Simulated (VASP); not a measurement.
NaCl: single point with r2SCAN0

NaCl:

```
Cl Na
1.0
     0.00000    2.79406    2.79406
     2.79406    0.00000    2.79406
     2.79406    2.79406    0.00000
Cl Na
1 1
Cartesian
  2.7941 2.7941 2.7941
  0.0000 0.0000 0.0000
```

```yaml
Program: VASP 6.6.1
Task: single point
Functional: r2SCAN0
Potentials_or_basis: VASP PAW PBE potentials, release 64 (Cl, Na_pv)
Cutoff: 520 eV
k_mesh: 4 × 4 × 4
Occupations: fermi-dirac, width 0.05 eV
Spin: no spin polarisation
```

- Pressure: -0.1 GPa
- Band gap on the k mesh: 7.81 eV, direct

Levels at points of the mesh, in eV from the valence-band top:
```csv
k point,band 3,band 4,band 5,band 6,band 7,band 8,band 9,band 10,band 11,band 12
"(0.00, 0.00, 0.00)",-23.37,-14.30,0.00,0.00,0.00,7.81,13.80,13.80,13.80,16.25
"(0.50, 0.00, 0.00)",-23.37,-13.90,-2.17,-0.32,-0.32,9.81,13.83,13.83,13.85,18.13
"(0.50, 0.50, 0.00)",-23.38,-13.84,-1.91,-0.69,-0.69,10.40,10.44,14.39,18.20,18.20
```

It took 14 min on 1 thread of Oxide Virtual Turin-like Processor, with other jobs on the host, peak memory 0.14 GiB.

Caveat: the k points lie up to 0.49 Å⁻¹ apart; the PAW data sets were made with another functional, which shifts forces and pressure a little.
